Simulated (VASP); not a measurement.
PbS:

```
Pb S
1.0
     4.99703    0.00000    0.00000
    -2.49852    4.32755    0.00000
     0.00000    0.00000    5.99770
Pb S
2 2
Direct
  0.33333 0.66667 0.93592
  0.66667 0.33333 0.43592
  0.33333 0.66667 0.43908
  0.66667 0.33333 0.93908
```

Program: VASP 6.6.1. Alike in all runs: task single point; no spin polarisation; cell as given; k mesh 6 × 6 × 4; cutoff (eV) 520; smearing gaussian 0.01 eV.

Task: Order these runs on this cell by their band gap on the k mesh, lowest first.
A. level r2SCAN; potentials or basis VASP PAW PBE potentials, release 64 (Pb_d, S)
B. level PBE; potentials or basis VASP PAW PBE potentials, release 64 (Pb_d, S)
C. level LDA; potentials or basis VASP PAW LDA potentials, release 64 (Pb_d, S)

Result: C (1.27 eV), B (1.43 eV), A (1.73 eV).

Caveats: spin-orbit coupling is left out, which moves the levels of the heavy elements.

A k mesh can miss the band edges.
